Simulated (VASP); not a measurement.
Runs of VASP 6.6.1 on B3Rh. The structure is that of space group Pm-3m (No. 221), or close to it. The cells are those of the table. 

```tsv
task	cell	k mesh	cutoff (eV)	smearing	gap on the mesh (eV)	pressure (GPa)	relaxed volume (Å³/atom)
single point	a = 4.027 Å, 4 atoms	6 × 6 × 6	520	gaussian 0.1 eV	0.79	0.4	-
relaxation of cell and atoms	relaxed from a = 4.027 Å, 4 atoms	8 × 8 × 8	600	gaussian 0.02 eV	0.80	0.0	(a)
single point	a = 3.510 Å, 4 atoms	6 × 6 × 6	520	gaussian 0.1 eV	(b)	112.6	-
relaxation of cell and atoms	relaxed from a = 3.510 Å, 4 atoms	6 × 6 × 6	600	gaussian 0.1 eV	0.79	0.1	16.36
single point	a = 4.031 Å, 4 atoms	8 × 8 × 8	520	gaussian 0.02 eV	0.80	0.0	-
```

Alike in all rows: level PBE; potentials or basis VASP PAW PBE potentials, release 64 (B, Rh_pv); no spin polarisation.

Task: Fill in the values left out.

Result: (a) 16.37; (b) none.

Caveats: the volume moved by over 15 % at a fixed basis, so the end points are rough (some runs).

A k mesh can miss the band edges, and the runs leave out spin-orbit coupling on Rh.
